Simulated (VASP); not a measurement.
# GaS (P6_3/mmc) in VASP: single point with r2SCAN

Aim: the single point of GaS with r2SCAN.

All numbers are computed with VASP 6.6.1; they aren't measurements. Logs are shortened: lines on timing, memory, paths and dates and some standing lists are left out, and cuts for length are marked.

**Experimental background.**

“Vapor-liquid-solid growth of highly-mismatched semiconductor nanowires with high-fidelity van der Waals layer stacking”, 2022, arxiv:2211.03366 quotes, for a bulk crystal of GaS at 300 K: band gap 2.53 eV (indirect).

The runs below are set against these values where they give the same quantity.

### Step 1. The cell of the first run

It takes space group P6_3/mmc (No. 194, hexagonal). Conventional cell: a = 3.595 Å, b = 3.595 Å, c = 16.120 Å, α = 90.00°, β = 90.00°, γ = 120.00°. Ga (site symmetry 3m) has 3 S at 2.33 Å and 1 Ga at 2.45 Å within 3.1 Å. S (site symmetry 3m) has 3 Ga at 2.33 Å within 3.1 Å.

### Step 2. Single point, r2SCAN

POSCAR reads:

```
GaS
1.0
    3.5945593800      0.0000000000      0.0000000000
   -1.7972796900      3.1129797400      0.0000000000
    0.0000000000      0.0000000000     16.1204155900
Ga S
4 4
Direct
    0.3333333300      0.6666666700      0.1741634300
    0.6666666700      0.3333333300      0.6741634300
    0.3333333300      0.6666666700      0.3258365700
    0.6666666700      0.3333333300      0.8258365700
    0.3333333300      0.6666666700      0.6079874400
    0.6666666700      0.3333333300      0.1079874400
    0.3333333300      0.6666666700      0.8920125600
    0.6666666700      0.3333333300      0.3920125600
```

INCAR.step1 reads:

```
SYSTEM = GaS
PREC = Accurate
ENCUT = 550
ISMEAR = -1
SIGMA = 0.02
LREAL = .FALSE.
LASPH = .TRUE.
NELM = 120
NBANDS = 48
GGA = PE
ALGO = Normal
EDIFF = 1E-5
LWAVE = .TRUE.
LCHARG = .FALSE.
GGA_COMPAT = .FALSE.
```

INCAR.step2 reads:

```
SYSTEM = GaS
PREC = Accurate
ENCUT = 550
EDIFF = 1E-6
ISMEAR = -1
SIGMA = 0.02
LREAL = .FALSE.
LASPH = .TRUE.
NELM = 120
ALGO = Normal
ISIF = 2
LWAVE = .FALSE.
LCHARG = .TRUE.
METAGGA = R2SCAN
LMIXTAU = .TRUE.
LELF = .TRUE.
LVHAR = .TRUE.
NBANDS = 48
ISTART = 1
GGA_COMPAT = .FALSE.
```

KPOINTS reads:

```
Automatic mesh
0
G
  12 12 2
  0 0 0
```

Potentials or basis: VASP PAW PBE potentials, release 64 (Ga_d, S).

On the command line:

```
cat potpaw_PBE.64/Ga_d/POTCAR potpaw_PBE.64/S/POTCAR > POTCAR
cp INCAR.step1 INCAR
mpirun -np 1 vasp_std > vasp.out
cp INCAR.step2 INCAR
mpirun -np 1 vasp_std > vasp.out
```

OUTCAR:

```text
SYSTEM = GaS
   PREC = Accurate
   ENCUT = 550
   EDIFF = 1E-6
   ISMEAR = -1
   LREAL = .FALSE.
   LASPH = .TRUE.
   NELM = 120
   ISIF = 2
   METAGGA = R2SCAN
   ISTART = 1

 ion  position               nearest neighbor table
   1  0.333  0.667  0.174-   6 2.33   6 2.33   6 2.33   3 2.45
   2  0.667  0.333  0.674-   5 2.33   5 2.33   5 2.33   4 2.45
   3  0.333  0.667  0.326-   8 2.33   8 2.33   8 2.33   1 2.45
   4  0.667  0.333  0.826-   7 2.33   7 2.33   7 2.33   2 2.45
   5  0.333  0.667  0.608-   2 2.33   2 2.33   2 2.33
   6  0.667  0.333  0.108-   1 2.33   1 2.33   1 2.33
   7  0.333  0.667  0.892-   4 2.33   4 2.33   4 2.33
   8  0.667  0.333  0.392-   3 2.33   3 2.33   3 2.33

  LATTYP: Found a hexagonal cell.
 ALAT       =     3.5945593800
 C/A-ratio  =     4.4846708277

  Lattice vectors:

 A1 = (   3.5945593800,   0.0000000000,   0.0000000000)
 A2 = (  -1.7972796900,   3.1129797400,   0.0000000000)
 A3 = (   0.0000000000,   0.0000000000,  16.1204155900)

Analysis of symmetry for initial positions (statically):
=====================================================================
 Subroutine PRICEL returns:
 Original cell was already a primitive cell.

 Routine SETGRP: Setting up the symmetry group for a
 hexagonal supercell.

 Subroutine GETGRP returns: Found 24 space group operations
 (whereof 12 operations were pure point group operations)
 out of a pool of 24 trial point group operations.

The static configuration has the point symmetry D_3d.
 The point group associated with its full space group is D_6h.

Analysis of symmetry for dynamics (positions and initial velocities):
=====================================================================
 Subroutine PRICEL returns:
 Original cell was already a primitive cell.

 Routine SETGRP: Setting up the symmetry group for a
 hexagonal supercell.

 Subroutine GETGRP returns: Found 24 space group operations
 (whereof 12 operations were pure point group operations)
 out of a pool of 24 trial point group operations.

The dynamic configuration has the point symmetry D_3d.
 The point group associated with its full space group is D_6h.

 Subroutine INISYM returns: Found 24 space group operations
 (whereof 12 operations are pure point group operations),
 and found     1 'primitive' translations

[... 110 lines left out ...]
   IBRION =     -1    ionic relax: 0-MD 1-quasi-New 2-CG
   NFREE  =      0    steps in history (QN), initial steepest desc. (CG)
   ISIF   =      2    stress and relaxation
   ISYM   =      2    0-nonsym 1-usesym 2-fastsym
   POTIM  = 0.5000    time-step for ionic-motion
   TEBEG  =    0.0;   TEEND  =   0.0 temperature during run
   PSTRESS=    0.0 pullay stress
   NELECT =      76.0000    total number of electrons
   NUPDOWN=      -1.0000    fix difference up-down
   EMIN   =  10.00;   EMAX   =-10.00  energy-range for DOS
   EFERMI =   0.00;   METHOD = LEGACY
   ISMEAR =    -1;   SIGMA  =   0.02  broadening in eV -4-tet -1-fermi 0-gaus
   EFERMI_NEDOS =   21; number of points for ismear=-14 and -15
   IALGO  =     38    algorithm
   IMIX   =      4    mixing-type and parameters
     AMIX     =   0.40;   BMIX     =  1.00
     AMIX_MAG =   1.60;   BMIX_MAG =  1.00
  volume/ion in A,a.u.               =      22.55       152.16
  Fermi-wavevector in a.u.,A,eV,Ry     =   1.227288  2.319239 20.493596  1.506237
  Thomas-Fermi vector in A             =   2.362257
   LORBIT       =      0    0 simple, 1 ext, 2 COOP (PROOUT), +10 PAW based schemes
   METAGGA = R2SCAN    functional components
   LHFCALC =     F    Hartree Fock is set to
   AEXX    =    0.0000 exact exchange contribution
   IVDW    =     0    specifies the selected vdW correction
   LEPSILON=     F    determine dielectric tensor
   LRPA    =     F    only Hartree local field effects (RPA)
 non-spin polarized calculation
  energy-cutoff  :      550.00
  volume of cell :      180.38
 maximum number of plane-waves:      5310
 NGX is ok and might be reduce to    28
   NGX = 13   NGY = 13   NGZ = 61

 number of electron      76.0000026 magnetization

 Free energy of the ion-electron system (eV)
  ---------------------------------------------------
  ext. energy  EPLUGINS =         0.00000000
  ---------------------------------------------------
  free energy    TOTEN  =       -84.01044373 eV

  energy without entropy =      -84.01044373  energy(sigma->0) =      -84.01044373

 E-fermi :   3.5915     XC(G=0):  -9.8651

 val. band max:        3.1260276716   @ k =   0.0000   0.0000   0.0000
 cond. band min:       5.2564047102   @ k =   0.5000   0.0000   0.0000
 fundamental gap:      2.1303770386
 Fermi energy:         3.5915235635

 k-point     1 :       0.0000    0.0000    0.0000
  band No.  band energies     occupation
      1     -12.1461      2.00000
      2     -12.1419      2.00000
      3     -11.9947      2.00000
      4     -11.9947      2.00000
      5     -11.9946      2.00000
      6     -11.9946      2.00000
[... 1213 lines left out ...]
     47       8.9998      0.00000
     48       8.9998      0.00000

 [... further k-points ...]

------------------------ aborting loop because EDIFF is reached ----------------------------------------

  FORCE on cell =-STRESS in cart. coord.  units (eV):
  Direction    XX          YY          ZZ          XY          YZ          ZX
  --------------------------------------------------------------------------------------
  -------------------------------------------------------------------------------------
  Total        0.0628865      0.0628865      0.0119066     -0.0000000     -0.0000000      0.0000000
  in kB        0.5585601      0.5585601      0.1057551     -0.0000000     -0.0000000      0.0000000
  external PRESSURE =       0.4076251 kB  Pullay stress =       0.0000000 kB

 VOLUME and BASIS-vectors are now :
 -----------------------------------------------------------------------------
  energy-cutoff  :      550.00
  volume of cell :      180.38
      direct lattice vectors                 reciprocal lattice vectors
     3.594559380  0.000000000  0.000000000     0.278198214  0.160617814  0.000000000
    -1.797279690  3.112979740  0.000000000     0.000000000  0.321235627  0.000000000
     0.000000000  0.000000000 16.120415590     0.000000000  0.000000000  0.062033140

 POSITION                                       TOTAL-FORCE (eV/Angst)
 -----------------------------------------------------------------------------------
     -0.00000      2.07532      2.80759         0.000000      0.000000      0.010904
      1.79728      1.03766     10.86779         0.000000     -0.000000      0.010904
     -0.00000      2.07532      5.25262        -0.000000      0.000000     -0.010904
      1.79728      1.03766     13.31283        -0.000000     -0.000000     -0.010904
     -0.00000      2.07532      9.80101         0.000000     -0.000000     -0.012021
      1.79728      1.03766      1.74080        -0.000000      0.000000     -0.012021
     -0.00000      2.07532     14.37961         0.000000     -0.000000      0.012021
      1.79728      1.03766      6.31941        -0.000000      0.000000      0.012021
 -----------------------------------------------------------------------------------
    total drift:                                0.000008     -0.000005      0.000006

  FREE ENERGIE OF THE ION-ELECTRON SYSTEM (eV)
  ---------------------------------------------------
  free  energy   TOTEN  =       -84.0104437306 eV

  energy  without entropy=      -84.0104437306  energy(sigma->0) =      -84.01044373
```

OUTCAR.step1:

```text
SYSTEM = GaS
   PREC = Accurate
   ENCUT = 550
   ISMEAR = -1
   LREAL = .FALSE.
   LASPH = .TRUE.
   NELM = 120
[... 1470 lines left out ...]
      1.79728      1.03766      1.74080        -0.000000      0.000000     -0.255823
     -0.00000      2.07532     14.37961         0.000000      0.000000      0.255823
      1.79728      1.03766      6.31941         0.000000      0.000000      0.255823
 -----------------------------------------------------------------------------------
    total drift:                                0.000008     -0.000005      0.000006

  FREE ENERGIE OF THE ION-ELECTRON SYSTEM (eV)
  ---------------------------------------------------
  free  energy   TOTEN  =       -33.2768585388 eV

  energy  without entropy=      -33.2768585387  energy(sigma->0) =      -33.27685854
```

OSZICAR.step1:

```text
N       E                     dE             d eps       ncg     rms          rms(c)
DAV:   1     0.782286001001E+03    0.78229E+03   -0.35815E+04  4072   0.238E+03
DAV:   2     0.109973500557E+03   -0.67231E+03   -0.64165E+03  3824   0.667E+02
DAV:   3    -0.236797557072E+02   -0.13365E+03   -0.12838E+03  4360   0.192E+02
DAV:   4    -0.338775045774E+02   -0.10198E+02   -0.10114E+02  4648   0.544E+01
DAV:   5    -0.342521310589E+02   -0.37463E+00   -0.37425E+00  5088   0.101E+01    0.130E+01
DAV:   6    -0.333288035333E+02    0.92333E+00   -0.16657E+00  5368   0.185E+01    0.864E+00
DAV:   7    -0.332879595009E+02    0.40844E-01   -0.13558E+00  4176   0.542E+00    0.147E+00
DAV:   8    -0.332752028126E+02    0.12757E-01   -0.25751E-01  4704   0.490E+00    0.128E+00
DAV:   9    -0.332776336007E+02   -0.24308E-02   -0.32299E-02  4560   0.139E+00    0.319E-01
DAV:  10    -0.332764814667E+02    0.11521E-02   -0.44761E-03  5176   0.456E-01    0.341E-01
DAV:  11    -0.332767476649E+02   -0.26620E-03   -0.20179E-03  4344   0.231E-01    0.221E-01
DAV:  12    -0.332768334855E+02   -0.85821E-04   -0.18748E-04  4624   0.131E-01    0.365E-02
DAV:  13    -0.332768534325E+02   -0.19947E-04   -0.55944E-05  3648   0.577E-02    0.174E-02
DAV:  14    -0.332768585388E+02   -0.51063E-05   -0.19137E-05  3240   0.310E-02
   1 F= -.33276859E+02 E0= -.33276859E+02  d E =-.334486E-10
```

Run time: 15 min. Hardware: 1 thread of Intel Xeon 6975P-C (Granite Rapids), shared host; peak memory 0.51 GiB.

Results:

| Item | Value |
| --- | --- |
| Free energy | -84.0104 eV |
| Pressure | 0.0 GPa |
| Largest force | 0.012 eV/Å |
| Band gap on the k mesh | 2.13 eV (least direct gap 2.35 eV) |

Forces on the atoms (eV/Å):
```
Ga   0.000  0.000  0.011
Ga   0.000  0.000  0.011
Ga   0.000  0.000 -0.011
Ga   0.000  0.000 -0.011
S    0.000  0.000 -0.012
S    0.000  0.000 -0.012
S    0.000  0.000  0.012
S    0.000  0.000  0.012
```

Caveat: the PAW data sets were made with another functional, which shifts forces and pressure a little.

### Step 3. How close it comes

Step 2. Against the measured gap of GaS, 2.53 eV (indirect; 300 K; quoted in “Vapor-liquid-solid growth of highly-mismatched semiconductor nanowires with high-fidelity van der Waals layer stacking”, 2022, arxiv:2211.03366), the calculated 2.13 eV is off by -0.40 eV. 2 values of this kind are on record (2.53 to 2.59 eV); this one was drawn at random. Spin-orbit coupling on Ga is left out. The value is that of r2SCAN on a finite k mesh, which can miss the band edges, without temperature or zero-point motion.
